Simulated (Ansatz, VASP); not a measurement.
One calculation of GaSbTe4, two programs

```
CELL_PARAMETERS angstrom
4.78936 -4.88197 0.00000
4.78936 4.88197 0.00000
0.00000 0.00000 4.36065
ATOMIC_POSITIONS crystal
Ga 0.00000 0.00000 0.50000
Sb 0.50000 0.50000 0.00000
Te 0.81443 0.81443 0.00000
Te 0.71136 0.28864 0.50000
Te 0.18557 0.18557 0.00000
Te 0.28864 0.71136 0.50000
```

Change from the starting cell: species swapped into the CrIrO4 type (Cmmm, No. 65).

Alike in both runs: functional PBE; k mesh 4 × 4 × 4; occupations gaussian, width 0.1 eV; no spin polarisation.

Ansatz relaxed the structure, and its values are those at the end. VASP's run is a single point on that final structure, the one shown.

|  | VASP | Ansatz |
| --- | --- | --- |
| version | VASP 6.6.1 | Ansatz 0.2.0 |
| potentials or method | VASP PAW PBE potentials, release 64 (Ga_d, Sb, Te), cutoff 520 eV | scalar-relativistic, plane waves, PAW |
| valence electrons in the cell | 42 | 92 |

Ansatz gave:

- gap on the k mesh at the Fermi level (eV): none
- pressure (GPa): 0.0
- rms of the force components (eV/Å): 0.003

Task: Which values does VASP return?

Result: gap on the k mesh at the Fermi level (eV): none; pressure (GPa): 0.0; rms of the force components (eV/Å): 0.004.

A gap of «none» marks a metal or a gap that the smearing closes. VASP's potentials hold 42 valence electrons a cell and Ansatz's 92, so a difference there can come from the potentials and not from the codes.

The k mesh is coarse, so the values compare programs but aren't converged. Spin-orbit coupling is off throughout.
